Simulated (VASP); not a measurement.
Ce, 1 atom in the cell. Symmetry: Im-3m, No. 229, cubic system. Conventional cell: a = 3.693 Å, b = 3.693 Å, c = 3.693 Å, α = 90.00°, β = 90.00°, γ = 90.00°. Within 4.2 Å of Ce (site symmetry m-3m) lie 14 Ce at 3.20 to 3.69 Å. 

```yaml
Program: VASP 6.6.1
Task: single point
Functional: PBEsol
Potentials_or_basis: VASP PAW PBE potentials, release 64 (Ce)
Cutoff: 520 eV
k_mesh: 13 × 13 × 13
Occupations: fermi-dirac, width 0.136057 eV
Spin: no spin polarisation
Dipole_correction: no
Further_INCAR_settings: ALGO = Normal; EDIFF = 1e-06; NBANDS = 12
```

Potentials or basis: VASP PAW PBE potentials, release 64 (Ce).

The run is started by

```bash
$ cat potpaw_PBE.64/Ce/POTCAR > POTCAR
$ mpirun -np 1 vasp_std > vasp.out
```

Hardware: 1 thread of Intel(R) Xeon(R) Platinum 8259CL CPU @ 2.50GHz (Skylake/Cascade Lake) (shared host).

Task: How long does it take, and how much memory?

Result: It took 19 s on 1 thread of Intel(R) Xeon(R) Platinum 8259CL CPU @ 2.50GHz (Skylake/Cascade Lake) (shared host), peak memory 0.17 GiB. Counts: scf iterations 15, k points 84.
